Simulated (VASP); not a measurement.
# ZnSe (F-43m) in VASP: further runs, part 2 of 2

VASP 6.6.1.

### 3 Single point, LDA (volume scaled by 0.9405)

INCAR

```
ALGO     = Normal         # electronic algorithm
EDIFF    = 1E-6           # SCF threshold, eV
ENCUT    = 520            # plane-wave cutoff, eV
GGA      = CA             # functional
ISIF     = 2              # what is computed and relaxed
ISMEAR   = -1             # smearing method
LASPH    = T              # aspherical terms in the spheres
LCHARG   = T              # write CHGCAR
LELF     = T              # ELF
LREAL    = F              # projectors in reciprocal space
LVHAR    = T            
LWAVE    = F              # write WAVECAR
NBANDS   = 16             # bands
NELM     = 60             # most SCF steps
PREC     = Accurate       # precision mode
SIGMA    = 0.03           # smearing width, eV
```

KPOINTS

```
k-points
0
Gamma
  8 8 8
```

POSCAR

```
ZnSe
1.0
    0.0000000000      2.7764432175      2.7764432175
    2.7764432175      0.0000000000      2.7764432175
    2.7764432175      2.7764432175      0.0000000000
Zn Se
1 1
Direct
    0.0000000000      0.0000000000      0.0000000000
    0.7500000000      0.7500000000      0.7500000000
```

Potentials or basis: VASP PAW LDA potentials, release 64 (Zn, Se).

The run is started by

```bash
> cat potpaw_LDA.64/Zn/POTCAR potpaw_LDA.64/Se/POTCAR > POTCAR
> mpirun -np 1 vasp_std > vasp.out
```

OUTCAR:

```text
EDIFF = 1E-6
   ENCUT = 520
   GGA = CA
   ISIF = 2
   ISMEAR = -1
   LASPH = T
   LREAL = F
   NELM = 60
   PREC = Accurate

 ion  position               nearest neighbor table
   1  0.000  0.000  0.000-   2 2.40   2 2.40   2 2.40   2 2.40
   2  0.750  0.750  0.750-   1 2.40   1 2.40   1 2.40   1 2.40

  LATTYP: Found a face centered cubic cell.
 ALAT       =     5.5528864350

  Lattice vectors:

 A1 = (   0.0000000000,   2.7764432175,   2.7764432175)
 A2 = (   2.7764432175,   0.0000000000,   2.7764432175)
 A3 = (   2.7764432175,   2.7764432175,   0.0000000000)

Analysis of symmetry for initial positions (statically):
=====================================================================
 Subroutine PRICEL returns:
 Original cell was already a primitive cell.

 Routine SETGRP: Setting up the symmetry group for a
 face centered cubic supercell.

 Subroutine GETGRP returns: Found 24 space group operations
 (whereof 24 operations were pure point group operations)
 out of a pool of 48 trial point group operations.

The static configuration has the point symmetry T_d .

Analysis of symmetry for dynamics (positions and initial velocities):
=====================================================================
 Subroutine PRICEL returns:
 Original cell was already a primitive cell.

 Routine SETGRP: Setting up the symmetry group for a
 face centered cubic supercell.

 Subroutine GETGRP returns: Found 24 space group operations
 (whereof 24 operations were pure point group operations)
 out of a pool of 48 trial point group operations.

The dynamic configuration has the point symmetry T_d .

 Subroutine INISYM returns: Found 24 space group operations
 (whereof 24 operations are pure point group operations),
 and found     1 'primitive' translations

----------------------------------------------------------------------------------------

                                     Primitive cell
[... 109 lines left out ...]
   IMIX   =      4    mixing-type and parameters
     AMIX     =   0.40;   BMIX     =  1.00
     AMIX_MAG =   1.60;   BMIX_MAG =  1.00
  volume/ion in A,a.u.               =      21.40       144.43
  Fermi-wavevector in a.u.,A,eV,Ry     =   1.226498  2.317745 20.467210  1.504298
  Thomas-Fermi vector in A             =   2.361497
   LORBIT       =      0    0 simple, 1 ext, 2 COOP (PROOUT), +10 PAW based schemes
   GGA     = CA    functional components
   LHFCALC =     F    Hartree Fock is set to
   AEXX    =    0.0000 exact exchange contribution
   IVDW    =     0    specifies the selected vdW correction
   LEPSILON=     F    determine dielectric tensor
   LRPA    =     F    only Hartree local field effects (RPA)
 non-spin polarized calculation
  energy-cutoff  :      520.00
  volume of cell :       42.81
 maximum number of plane-waves:      1174
 NGX is ok and might be reduce to    30
   NGX = 15   NGY = 15   NGZ = 15

 number of electron      17.9999987 magnetization

 Free energy of the ion-electron system (eV)
  ---------------------------------------------------
  ext. energy  EPLUGINS =         0.00000000
  ---------------------------------------------------
  free energy    TOTEN  =        -7.37030620 eV

  energy without entropy =       -7.37030620  energy(sigma->0) =       -7.37030620

 E-fermi :   2.7166     XC(G=0):  -9.9737

 val. band max:        2.0663429587   @ k =   0.0000   0.0000   0.0000
 cond. band min:       3.3896399697   @ k =   0.0000   0.0000   0.0000
 fundamental gap:      1.3232970110
 Fermi energy:         2.7166222764

 k-point     1 :       0.0000    0.0000    0.0000
  band No.  band energies     occupation
      1     -11.6359      2.00000
      2      -4.8530      2.00000
      3      -4.8530      2.00000
      4      -4.8530      2.00000
      5      -4.4367      2.00000
      6      -4.4367      2.00000
[... 433 lines left out ...]
      3      -4.6963      2.00000
      4      -4.4793      2.00000
      5      -4.4296      2.00000
      6      -4.1936      2.00000
[... 8 lines left out ...]
     15      14.8927      0.00000
     16      15.7851      0.00000

 [... further k-points ...]

------------------------ aborting loop because EDIFF is reached ----------------------------------------

  FORCE on cell =-STRESS in cart. coord.  units (eV):
  Direction    XX          YY          ZZ          XY          YZ          ZX
  --------------------------------------------------------------------------------------
  -------------------------------------------------------------------------------------
  Total        0.2551303      0.2551303      0.2551303     -0.0000000     -0.0000000      0.0000000
  in kB        9.5494049      9.5494049      9.5494049     -0.0000000     -0.0000000      0.0000000
  external PRESSURE =       9.5494049 kB  Pullay stress =       0.0000000 kB

 VOLUME and BASIS-vectors are now :
 -----------------------------------------------------------------------------
  energy-cutoff  :      520.00
  volume of cell :       42.81
      direct lattice vectors                 reciprocal lattice vectors
     0.000000000  2.776443217  2.776443217    -0.180086521  0.180086521  0.180086521
     2.776443217  0.000000000  2.776443217     0.180086521 -0.180086521  0.180086521
     2.776443217  2.776443217  0.000000000     0.180086521  0.180086521 -0.180086521

 POSITION                                       TOTAL-FORCE (eV/Angst)
 -----------------------------------------------------------------------------------
      0.00000      0.00000      0.00000        -0.000000     -0.000000     -0.000000
      4.16466      4.16466      4.16466         0.000000      0.000000      0.000000
 -----------------------------------------------------------------------------------
    total drift:                                0.000000      0.000000     -0.000000

  FREE ENERGIE OF THE ION-ELECTRON SYSTEM (eV)
  ---------------------------------------------------
  free  energy   TOTEN  =        -7.3703062015 eV

  energy  without entropy=       -7.3703062015  energy(sigma->0) =       -7.37030620
```

OSZICAR:

```text
N       E                     dE             d eps       ncg     rms          rms(c)
DAV:   1     0.907575368826E+02    0.90758E+02   -0.89331E+03   928   0.132E+03
DAV:   2    -0.198517185132E+01   -0.92743E+02   -0.87967E+02  1008   0.263E+02
DAV:   3    -0.763723612744E+01   -0.56521E+01   -0.56316E+01  1160   0.628E+01
DAV:   4    -0.768343890777E+01   -0.46203E-01   -0.46199E-01  1120   0.602E+00
DAV:   5    -0.768367101728E+01   -0.23211E-03   -0.23211E-03  1208   0.391E-01    0.538E+00
DAV:   6    -0.740241593996E+01    0.28126E+00   -0.55749E-01  1328   0.258E+01    0.404E+00
DAV:   7    -0.737541731128E+01    0.26999E-01   -0.15893E-01  1104   0.388E+00    0.168E+00
DAV:   8    -0.737085947111E+01    0.45578E-02   -0.34886E-03  1416   0.829E-01    0.427E-01
DAV:   9    -0.737029699401E+01    0.56248E-03   -0.93945E-04  1064   0.257E-01    0.578E-02
DAV:  10    -0.737031622211E+01   -0.19228E-04   -0.13748E-04  1320   0.128E-01    0.198E-02
DAV:  11    -0.737030621726E+01    0.10005E-04   -0.19228E-05  1408   0.675E-02    0.542E-03
DAV:  12    -0.737030620152E+01    0.15741E-07   -0.31201E-06  1104   0.131E-02
   1 F= -.73703062E+01 E0= -.73703062E+01  d E =-.364488E-11
```

Run time: 14 s. Hardware: 1 thread of Intel Xeon Platinum 8559C (Emerald Rapids), shared host; peak memory 0.15 GiB.

Results:

- Free energy: -7.3703 eV
- Pressure: 1.0 GPa
- Band gap on the k mesh: 1.32 eV, direct

### 4 Single point, LDA (volume scaled by 0.97)

INCAR

```
ALGO = Normal
EDIFF = 1E-6
ENCUT = 520
ISIF = 2
ISMEAR = -1
LASPH = T
LCHARG = F
LREAL = F
LWAVE = F
NBANDS = 16
NELM = 60
PREC = Accurate
SIGMA = 0.03
```

KPOINTS is that of step 3.

POSCAR

```
ZnSe
1.0
    0.0000000000      2.8051738004      2.8051738004
    2.8051738004      0.0000000000      2.8051738004
    2.8051738004      2.8051738004      0.0000000000
Zn Se
1 1
Direct
    0.0000000000      0.0000000000      0.0000000000
    0.7500000000      0.7500000000      0.7500000000
```

The run is started by

```bash
> cat potpaw_LDA.64/Zn/POTCAR potpaw_LDA.64/Se/POTCAR > POTCAR
> mpirun -np 1 vasp_std > vasp.out
```

Run time: 13 s. Hardware: 1 thread of Intel Xeon Platinum 8559C (Emerald Rapids), shared host; peak memory 0.15 GiB.

It converged, with:

```
Free energy            : -7.3690 eV
Pressure               : -1.2 GPa
Band gap on the k mesh : 1.19 eV, direct
```

Levels at points of the mesh, in eV from the valence-band top:
| k point | band 7 | band 8 | band 9 | band 10 | band 11 | band 12 |
| --- | --- | --- | --- | --- | --- | --- |
| (0.00, 0.00, 0.00) | 0.00 | 0.00 | 0.00 | 1.19 | 5.69 | 5.69 |
| (0.50, 0.00, 0.00) | -5.49 | -0.92 | -0.92 | 2.42 | 6.28 | 6.28 |
| (0.50, 0.50, 0.00) | -4.96 | -2.32 | -2.32 | 2.74 | 3.32 | 10.75 |

### 5 Single point, LDA (volume scaled by 0.96)

INCAR

```
SYSTEM = ZnSe
ALGO = Normal
EDIFF = 1E-6
ENCUT = 520
ISIF = 2
ISMEAR = -1
LASPH = .True.
LCHARG = .False.
LREAL = .False.
LWAVE = .False.
NBANDS = 16
NELM = 100
PREC = Accurate
SIGMA = 0.03
```

KPOINTS

```
k-points
0
Gamma
  8 8 8
  0 0 0
```

POSCAR

```
ZnSe
1.0
    0.0000000000      2.7955007105      2.7955007105
    2.7955007105      0.0000000000      2.7955007105
    2.7955007105      2.7955007105      0.0000000000
Zn Se
1 1
Direct
    0.0000000000      0.0000000000      0.0000000000
    0.7500000000      0.7500000000      0.7500000000
```

Potentials or basis: VASP PAW LDA potentials, release 64 (Zn, Se).

The run is started by

```bash
> cat potpaw_LDA.64/Zn/POTCAR potpaw_LDA.64/Se/POTCAR > POTCAR
> mpirun -np 1 vasp_std > vasp.out
```

OUTCAR:

```text
SYSTEM = ZnSe
   EDIFF = 1E-6
   ENCUT = 520
   ISIF = 2
   ISMEAR = -1
   LASPH = .True.
   LREAL = .False.
   NELM = 100
   PREC = Accurate

 ion  position               nearest neighbor table
   1  0.000  0.000  0.000-   2 2.42   2 2.42   2 2.42   2 2.42
   2  0.750  0.750  0.750-   1 2.42   1 2.42   1 2.42   1 2.42

  LATTYP: Found a face centered cubic cell.
 ALAT       =     5.5910014210

  Lattice vectors:

 A1 = (   0.0000000000,   2.7955007105,   2.7955007105)
 A2 = (   2.7955007105,   0.0000000000,   2.7955007105)
 A3 = (   2.7955007105,   2.7955007105,   0.0000000000)

[... 640 lines left out ...]

  FORCE on cell =-STRESS in cart. coord.  units (eV):
  Direction    XX          YY          ZZ          XY          YZ          ZX
  --------------------------------------------------------------------------------------
  -------------------------------------------------------------------------------------
  Total       -0.1439101     -0.1439101     -0.1439101     -0.0000000      0.0000000     -0.0000000
  in kB       -5.2770720     -5.2770720     -5.2770720     -0.0000000      0.0000000     -0.0000000
  external PRESSURE =      -5.2770720 kB  Pullay stress =       0.0000000 kB

 VOLUME and BASIS-vectors are now :
 -----------------------------------------------------------------------------
  energy-cutoff  :      520.00
  volume of cell :       43.69
      direct lattice vectors                 reciprocal lattice vectors
     0.000000000  2.795500710  2.795500710    -0.178858835  0.178858835  0.178858835
     2.795500710  0.000000000  2.795500710     0.178858835 -0.178858835  0.178858835
     2.795500710  2.795500710  0.000000000     0.178858835  0.178858835 -0.178858835

 POSITION                                       TOTAL-FORCE (eV/Angst)
 -----------------------------------------------------------------------------------
      0.00000      0.00000      0.00000         0.000000      0.000000      0.000000
      4.19325      4.19325      4.19325        -0.000000     -0.000000     -0.000000
 -----------------------------------------------------------------------------------
    total drift:                                0.000000      0.000000     -0.000000

  FREE ENERGIE OF THE ION-ELECTRON SYSTEM (eV)
  ---------------------------------------------------
  free  energy   TOTEN  =        -7.3714623109 eV

  energy  without entropy=       -7.3714623109  energy(sigma->0) =       -7.37146231
```

stdout:

```text
POSCAR found type information on POSCAR ZnSe
 POSCAR found :  2 types and       2 ions
 scaLAPACK will be used
 LDA part: xc-table for (Slater(with rela. corr.)+CA(PZ))
 , standard interpolation
 POSCAR, INCAR and KPOINTS ok, starting setup
 FFT: planning ... GRIDC
 FFT: planning ... GRID_SOFT
 FFT: planning ... GRID
 WAVECAR not read
 entering main loop
```

Run time: 12 s. Hardware: 1 thread of Intel Xeon Platinum 8559C (Emerald Rapids), shared host; peak memory 0.15 GiB.

What came out:

```
Free energy            : -7.3715 eV
Pressure               : -0.5 GPa
Band gap on the k mesh : 1.24 eV, direct
```

### 6 Overview

```tsv
cell	gap on the mesh (eV)	pressure (GPa)
a = 3.926 Å, angles 60.0°, 2 atoms	1.32	1.0
a = 3.967 Å, angles 60.0°, 2 atoms	1.19	-1.2
a = 3.953 Å, angles 60.0°, 2 atoms	1.24	-0.5
```

Alike in all rows: task single point; level LDA; potentials or basis VASP PAW LDA potentials, release 64 (Zn, Se); no spin polarisation; k mesh 8 × 8 × 8; cutoff (eV) 520; smearing fermi-dirac 0.03 eV.

Absolute energies hang on the potentials; compare differences alone.
